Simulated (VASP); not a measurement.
Runs of VASP 6.6.1 on Na. The structure is that of space group P6_3/mmc (No. 194), or close to it. The cells are those of the table. This isn't the form of Na at room conditions, which is bcc.

```csv
cell,gap on the mesh (eV),pressure (GPa)
"a = 3.759, b = 3.759, c = 6.137 Å, angles 90.0, 90.0, 120.0°, 2 atoms",none,(a)
"a = 3.619, b = 3.619, c = 5.909 Å, angles 90.0, 90.0, 120.0°, 2 atoms",none,0.0
"a = 3.520, b = 3.520, c = 5.747 Å, angles 90.0, 90.0, 120.0°, 2 atoms",none,(b)
"a = 3.468, b = 3.468, c = 5.663 Å, angles 90.0, 90.0, 120.0°, 2 atoms",none,1.4
"a = 3.713, b = 3.713, c = 6.063 Å, angles 90.0, 90.0, 120.0°, 2 atoms",none,-0.6
```

Alike in all rows: task single point; level LDA; potentials or basis VASP PAW LDA potentials, release 64 (Na_pv); no spin polarisation; k mesh 11 × 11 × 6; cutoff (eV) 520; smearing fermi-dirac 0.1 eV.

Question: Fill in the values left out.

Answer: (a) -0.8; (b) 0.9.

A gap of «none» marks levels without a gap at the run's occupations.
